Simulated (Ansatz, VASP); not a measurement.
## TeAu2S3: VASP beside Ansatz

```
Te S Au
1.0
     3.58108    2.06754    3.06946
    -3.58108    2.06754    3.06946
     0.00000   -4.13508    3.06946
Te S Au
1 3 2
Direct
  0.00000 0.00000 0.00000
  0.00000 0.50000 0.00000
  0.50000 0.00000 0.00000
  0.00000 0.00000 0.50000
  0.64769 0.64769 0.64769
  0.35231 0.35231 0.35231
```

Change from the starting cell: species swapped into the Li2Cu3Ge type (R-3m, No. 166).

Alike in both runs: functional PBE; k mesh 3 × 3 × 3; occupations gaussian, width 0.15 eV; no spin polarisation.

Ansatz relaxed the structure, and its values are those at the end. VASP's run is a single point on that final structure, the one shown.

|  | VASP | Ansatz |
| --- | --- | --- |
| version | VASP 6.6.1 | Ansatz 0.2.0 |
| potentials or method | VASP PAW PBE potentials, release 64 (Te, S, Au), cutoff 500 eV | scalar-relativistic, plane waves, PAW |
| valence electrons in the cell | 46 | 72 |

```tsv
	VASP	Ansatz	Ansatz less VASP
gap on the k mesh at the Fermi level (eV)	none	none	-
pressure (GPa)	0.0	0.2	+0.17
rms of the force components (eV/Å)	0.013	0.009	-0.0042
```

A gap of «none» marks a metal or a gap that the smearing closes. With one functional, cell and mesh, what is left measures potentials, basis and numerics. VASP's potentials hold 46 valence electrons a cell and Ansatz's 72, so a difference there can come from the potentials and not from the codes.

The k mesh is coarse, so the values compare programs but aren't converged. Neither program's run includes spin-orbit coupling.
